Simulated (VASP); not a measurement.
# NaGa12O18 (a cell with a defect) (Na interstitial hop between voids) in VASP: single point with PBE

Aim: the single point of NaGa12O18 (a cell with a defect) (Na interstitial hop between voids) with PBE.

All numbers are computed with VASP 6.6.1; they aren't measurements. Logs are shortened: lines on timing, memory, paths and dates and some standing lists are left out, and cuts for length are marked.

### 1 The cell of the first run

The cell holds a defect, 31 atoms: a = 9.250 Å, b = 5.877 Å, c = 6.416 Å, α = 103.29°, β = 103.90°, γ = 90.00°.

### 2 Single point, PBE

Input file INCAR:

```
  PREC = Accurate
  ENCUT = 520
  EDIFF = 1E-7
  ISMEAR = -1
  SIGMA = 0.01
  LREAL = Auto
  LASPH = True
  NELM = 100
  ALGO = Normal
  ISIF = 2
  LWAVE = False
  LCHARG = False
  GGA = PE
  NELECT = 270.0
  NBANDS = 156
```

Input file KPOINTS:

```
Automatic mesh
0
Gamma
  1 1 1
  0.25 0.25 0.25
```

Input file POSCAR:

```
NaGa12O18
1.0
    0.0000000000      9.2496621800      0.0000000000
   -1.3977182400      0.0000000000      5.7085775500
    6.2279771500     -1.5416103600      0.0067278600
Ga O Na
12 18 1
Direct
    0.1178264990      0.6457434843      0.6822737695
    0.2316492403      0.3066546937      0.3075123451
    0.3096115994      0.1946080127      0.8160198804
    0.0219294475      0.7855058901      0.1163387233
    0.4426017375      0.6856674106      0.6770968719
    0.5561373873      0.3062550576      0.3169289534
    0.6308781986      0.2059560507      0.8106459621
    0.3678804035      0.7867534542      0.1835492690
    0.7667132788      0.6867883250      0.6863380301
    0.8814078284      0.3463339176      0.3115363443
    0.9765348684      0.2087818159      0.8754362807
    0.6891999683      0.7976847509      0.1780267492
    0.1804020489      0.7208829873     -0.0008082399
    0.1778321898      0.2656059101      0.9908150073
    0.2741265227      0.4177787198      0.6365737769
    0.0433220462      0.5928374650      0.3425095640
    0.0470938075      0.1165783841      0.2469215440
    0.2694631783      0.8831710373      0.6609298924
    0.4981972959      0.7389727405      0.0007139844
    0.5006193129      0.2539058997      0.9934037583
    0.6055342645      0.4357366875      0.6473570822
    0.3933344572      0.5567889810      0.3466069420
    0.3940626032      0.0996442983      0.3286031088
    0.6044161250      0.8930757342      0.6651317344
    0.8207186676      0.7246346412      0.0028174566
    0.8185609006      0.2691272642      0.9945423589
    0.9559432635      0.3988957364      0.6508390685
    0.7251798983      0.5746371344      0.3576701954
    0.7293593598      0.1090302235      0.3331689379
    0.9520215760      0.8757399269      0.7486353204
    0.9996868113      0.9942708056      0.4967404931
```

Potentials or basis: VASP PAW PBE potentials, release 64 (Ga_d, O, Na_pv).

Run with:

```
$ cat potpaw_PBE.64/Ga_d/POTCAR potpaw_PBE.64/O/POTCAR potpaw_PBE.64/Na_pv/POTCAR > POTCAR
$ mpirun -np 1 vasp_std > vasp.out
```

OUTCAR:

```text
PREC = Accurate
   ENCUT = 520
   EDIFF = 1E-7
   ISMEAR = -1
   LREAL = Auto
   LASPH = True
   NELM = 100
   ISIF = 2
   GGA = PE
   NELECT = 270.0

 ion  position               nearest neighbor table
   1  0.118  0.646  0.682-  13 1.92  15 2.00  27 2.03  18 2.03  16 2.07  30 2.10  31 2.70
   2  0.232  0.307  0.308-  14 1.93  23 1.93  17 1.95  15 2.00  22 2.03  16 2.43
   3  0.310  0.195  0.816-  14 1.83  20 1.84  18 1.86  15 1.91
   4  0.022  0.786  0.116-  13 1.80  25 1.83  17 1.92  16 2.01  31 2.52
   5  0.443  0.686  0.677-  24 1.96  19 1.97  18 1.97  22 2.02  21 2.12  15 2.14
   6  0.556  0.306  0.317-  23 1.96  20 1.96  29 1.97  21 2.02  22 2.12  28 2.15
   7  0.631  0.206  0.811-  26 1.83  24 1.85  20 1.85  21 1.87
   8  0.368  0.787  0.184-  13 1.83  23 1.85  19 1.85  22 1.87
   9  0.767  0.687  0.686-  24 1.93  25 1.93  30 1.95  28 2.00  21 2.03
  10  0.881  0.346  0.312-  26 1.92  28 2.00  16 2.03  29 2.03  27 2.07  17 2.10  31 2.72
  11  0.977  0.209  0.875-  26 1.80  14 1.83  30 1.93  27 1.99  31 2.53
  12  0.689  0.798  0.178-  25 1.83  19 1.84  29 1.86  28 1.92
  13  0.180  0.721  0.999-   4 1.80   8 1.83   1 1.92
  14  0.178  0.266  0.991-  11 1.83   3 1.83   2 1.93
  15  0.274  0.418  0.637-   3 1.91   1 2.00   2 2.00   5 2.14
  16  0.043  0.593  0.343-   4 2.01  10 2.03   1 2.07   2 2.43
  17  0.047  0.117  0.247-   4 1.92   2 1.95  31 2.04  10 2.10
  18  0.269  0.883  0.661-   3 1.86   5 1.97   1 2.03
  19  0.498  0.739  0.001-  12 1.84   8 1.85   5 1.97
  20  0.501  0.254  0.993-   3 1.84   7 1.85   6 1.96
  21  0.606  0.436  0.647-   7 1.87   6 2.02   9 2.03   5 2.12
  22  0.393  0.557  0.347-   8 1.87   5 2.02   2 2.03   6 2.12
  23  0.394  0.100  0.329-   8 1.85   2 1.93   6 1.96
  24  0.604  0.893  0.665-   7 1.85   9 1.93   5 1.96
  25  0.821  0.725  0.003-   4 1.83  12 1.83   9 1.93
  26  0.819  0.269  0.995-  11 1.80   7 1.83  10 1.92
  27  0.956  0.399  0.651-  11 1.99   1 2.03  10 2.07
  28  0.725  0.575  0.358-  12 1.92  10 2.00   9 2.00   6 2.15
  29  0.729  0.109  0.333-  12 1.86   6 1.97  10 2.03
  30  0.952  0.876  0.749-  11 1.93   9 1.95  31 2.04   1 2.10
  31  1.000  0.994  0.497-  17 2.04  30 2.04   4 2.52  11 2.53   1 2.70  10 2.72

  LATTYP: Found a triclinic cell.
 ALAT       =     5.8771994966
 B/A-ratio  =     1.6412011407
 C/A-ratio  =     2.7541529852
 COS(alpha) =     0.0064926560
 COS(beta)  =     0.5439765005
 COS(gamma) =     0.7621873503

  Lattice vectors:

 A1 = (   1.3977182400,   0.0000000000,  -5.7085775500)
 A2 = (   7.6256953900,  -1.5416103600,  -5.7018496900)
 A3 = (  -9.6605178200,  -6.1664414600, -11.4306108200)
[... 165 lines left out ...]
   IBRION =     -1    ionic relax: 0-MD 1-quasi-New 2-CG
   NFREE  =      0    steps in history (QN), initial steepest desc. (CG)
   ISIF   =      2    stress and relaxation
   ISYM   =      2    0-nonsym 1-usesym 2-fastsym
   POTIM  = 0.5000    time-step for ionic-motion
   TEBEG  =    0.0;   TEEND  =   0.0 temperature during run
   PSTRESS=    0.0 pullay stress
   NELECT =     270.0000    total number of electrons
   NUPDOWN=      -1.0000    fix difference up-down
   EMIN   =  10.00;   EMAX   =-10.00  energy-range for DOS
   EFERMI =   0.00;   METHOD = LEGACY
   ISMEAR =    -1;   SIGMA  =   0.01  broadening in eV -4-tet -1-fermi 0-gaus
   EFERMI_NEDOS =   21; number of points for ismear=-14 and -15
   IALGO  =     38    algorithm
   IMIX   =      4    mixing-type and parameters
     AMIX     =   0.40;   BMIX     =  1.00
     AMIX_MAG =   1.60;   BMIX_MAG =  1.00
  volume/ion in A,a.u.               =      10.61        71.61
  Fermi-wavevector in a.u.,A,eV,Ry     =   1.532819  2.896608 31.967351  2.349534
  Thomas-Fermi vector in A             =   2.639972
   LORBIT       =      0    0 simple, 1 ext, 2 COOP (PROOUT), +10 PAW based schemes
   GGA     = PE    functional components
   LHFCALC =     F    Hartree Fock is set to
   AEXX    =    0.0000 exact exchange contribution
   IVDW    =     0    specifies the selected vdW correction
   LEPSILON=     F    determine dielectric tensor
   LRPA    =     F    only Hartree local field effects (RPA)
 non-spin polarized calculation
  energy-cutoff  :      520.00
  volume of cell :      328.94
 maximum number of plane-waves:      8866
 NGX is ok and might be reduce to    70
   NGX = 35   NGY = 21   NGZ = 23

 number of electron     269.9999996 magnetization

 Free energy of the ion-electron system (eV)
  ---------------------------------------------------
  ext. energy  EPLUGINS =         0.00000000
  ---------------------------------------------------
  free energy    TOTEN  =      -184.85757670 eV

  energy without entropy =     -184.85757670  energy(sigma->0) =     -184.85757670

 E-fermi :   3.9759     XC(G=0): -11.4967

 val. band max:        3.6857613951   @ k =   0.2500   0.2500   0.2500
 cond. band min:       7.7761380567   @ k =   0.2500   0.2500   0.2500
 fundamental gap:      4.0903766616
 Fermi energy:         3.9759335368

 k-point     1 :       0.2500    0.2500    0.2500
  band No.  band energies     occupation
      1     -17.8730      2.00000
      2     -17.6946      2.00000
      3     -17.6441      2.00000
      4     -14.7152      2.00000
      5     -14.5635      2.00000
      6     -14.3578      2.00000
[... 139 lines left out ...]
    146      10.7117      0.00000
    147      11.2809      0.00000
 [bands above 147 left out]

------------------------ aborting loop because EDIFF is reached ----------------------------------------

  FORCE on cell =-STRESS in cart. coord.  units (eV):
  Direction    XX          YY          ZZ          XY          YZ          ZX
  --------------------------------------------------------------------------------------
  -------------------------------------------------------------------------------------
  Total        7.4227600      5.8176861     -3.9230419     -3.5401731     -0.9571323      1.8787208
  in kB       36.1543335     28.3364360    -19.1081170    -17.2432625     -4.6619426      9.1507605
  external PRESSURE =      15.1275508 kB  Pullay stress =       0.0000000 kB

 VOLUME and BASIS-vectors are now :
 -----------------------------------------------------------------------------
  energy-cutoff  :      520.00
  volume of cell :      328.94
      direct lattice vectors                 reciprocal lattice vectors
     0.000000000  9.249662180  0.000000000     0.026753887  0.108112056  0.006550563
    -1.397718240  0.000000000  5.708577550    -0.000189185  0.000000000  0.175128666
     6.227977150 -1.541610360  0.006727860     0.160523321  0.000000000  0.039303377

 POSITION                                       TOTAL-FORCE (eV/Angst)
 -----------------------------------------------------------------------------------
      3.34662      0.03806      3.69087         0.012390      0.004189      0.012179
      1.48656      1.66861      1.75263        -0.012242     -0.022583      0.004362
      4.81015      1.60582      1.11642        -0.006724     -0.005120      0.009954
     -0.37336      0.02349      4.48490         0.009676      0.008920     -0.029433
      3.25857      3.05010      3.91874         0.011511      0.002634      0.011443
      1.54577      4.65550      1.75041        -0.018084      0.002101     -0.000203
[... 23 lines left out ...]
      3.43845      7.65177      5.00427         0.026920     -0.009176     -0.021570
      1.70398      8.48098      5.67921        -0.004175     -0.008140      0.011300
 -----------------------------------------------------------------------------------
    total drift:                                0.013830      0.002148      0.011692

  FREE ENERGIE OF THE ION-ELECTRON SYSTEM (eV)
  ---------------------------------------------------
  free  energy   TOTEN  =      -184.8575767014 eV

  energy  without entropy=     -184.8575767014  energy(sigma->0) =     -184.85757670
```

It took 97 s on 1 thread of Intel Xeon 6975P-C (Granite Rapids), shared host; peak memory 0.39 GiB.

What came out:

* Free energy: -184.8576 eV
* Largest force: 0.041 eV/Å

Forces in eV/Å, atoms in the order of the input:
```
Ga   0.012  0.004  0.012
Ga  -0.012 -0.023  0.004
Ga  -0.007 -0.005  0.010
Ga   0.010  0.009 -0.029
Ga   0.012  0.003  0.011
Ga  -0.018  0.002  0.000
Ga  -0.009  0.000 -0.002
Ga   0.002 -0.004 -0.003
Ga   0.016  0.023 -0.013
Ga  -0.007  0.005 -0.036
Ga   0.005 -0.011  0.006
Ga   0.003  0.011 -0.011
O    0.003  0.016  0.006
O   -0.001  0.006  0.010
O    0.002  0.009 -0.004
O   -0.002  0.021  0.010
O   -0.031  0.004  0.026
O   -0.025 -0.013  0.004
O   -0.013  0.000 -0.005
O    0.017  0.001  0.005
O    0.003  0.006 -0.008
O   -0.001 -0.004  0.002
O    0.024 -0.003 -0.012
O   -0.024 -0.004  0.014
O   -0.003 -0.011 -0.006
O    0.001 -0.008  0.008
O   -0.001 -0.020 -0.001
O   -0.004 -0.016  0.007
O    0.027  0.020  0.003
O    0.027 -0.009 -0.022
Na  -0.004 -0.008  0.011
```

Levels at points of the mesh, in eV from the Fermi level:
```tsv
k point	band 132	band 133	band 134	band 135	band 136	band 137	band 138	band 139
(0.25, 0.25, 0.25)	-0.72	-0.51	-0.40	-0.29	3.80	4.43	5.15	5.34
```

Caveat: the k points lie up to 1.10 Å⁻¹ apart; the cell carries a net charge on a neutralising background, which shifts energy and pressure; the cell is charged against a uniform background, so pressure and absolute levels hang on convention.
